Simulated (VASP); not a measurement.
Write the native input for VASP 6.6.1 that does the following.

* Task: single point
* Functional: r2SCAN
* Dispersion: rVV10
* Potentials or basis: VASP PAW PBE potentials, release 64 (Mg, B)
* Cutoff: 520 eV
* k mesh: 9 × 9 × 9
* Occupations: fermi-dirac, width 0.05 eV
* Spin: no spin polarisation
* Dipole correction: no
* Further INCAR settings: ALGO = Normal; EDIFF = 1e-06; NBANDS = 10

Crystal: MgB.

```xyz
2
Lattice="2.8813 0.0000 0.0000 0.0000 2.8813 0.0000 0.0000 0.0000 2.8813" Properties=species:S:1:pos:R:3 pbc="T T T"
Mg    0.0000    0.0000    0.0000
B     1.4406    1.4406    1.4406
```

One way to write it, as run:

POSCAR

```
MgB
1.0
    2.8812996753      0.0000000000      0.0000000000
    0.0000000000      2.8812996753      0.0000000000
    0.0000000000      0.0000000000      2.8812996753
Mg B
1 1
Direct
    0.0000000000      0.0000000000      0.0000000000
    0.5000000000      0.5000000000      0.5000000000
```

INCAR.step1

```
SYSTEM = MgB
ALGO = Normal
EDIFF = 1E-4
ENCUT = 520
GGA = PE
ISMEAR = -1
LASPH = .TRUE.
LCHARG = .FALSE.
LREAL = .FALSE.
LWAVE = .TRUE.
NBANDS = 10
NELM = 80
PREC = Accurate
SIGMA = 0.05
```

INCAR.step2

```
SYSTEM = MgB
ALGO = Normal
BPARAM = 11.95
CPARAM = 0.0093
EDIFF = 1E-6
ENCUT = 520
ISIF = 2
ISMEAR = -1
ISTART = 1
IVDW_NL = 2
LASPH = .TRUE.
LCHARG = .TRUE.
LELF = .TRUE.
LMIXTAU = .TRUE.
LREAL = .FALSE.
LUSE_VDW = .TRUE.
LVHAR = .TRUE.
LWAVE = .FALSE.
METAGGA = R2SCAN
NBANDS = 10
NELM = 80
PREC = Accurate
SIGMA = 0.05
```

KPOINTS

```
k-points
0
G
  9 9 9
  0 0 0
```

Potentials or basis: VASP PAW PBE potentials, release 64 (Mg, B).

Command:

```console
$ cat potpaw_PBE.64/Mg/POTCAR potpaw_PBE.64/B/POTCAR > POTCAR
$ cp INCAR.step1 INCAR
$ mpirun -np 1 vasp_std > vasp.out
$ cp INCAR.step2 INCAR
$ mpirun -np 1 vasp_std > vasp.out
```

It gave:

```
Pressure : -0.4 GPa
```

Caveat: the PAW data sets were made with another functional, which shifts forces and pressure a little.

Run time: 27 s on 1 thread of AMD EPYC 9R14 (Zen 4), on a shared host, peak memory 0.19 GiB.
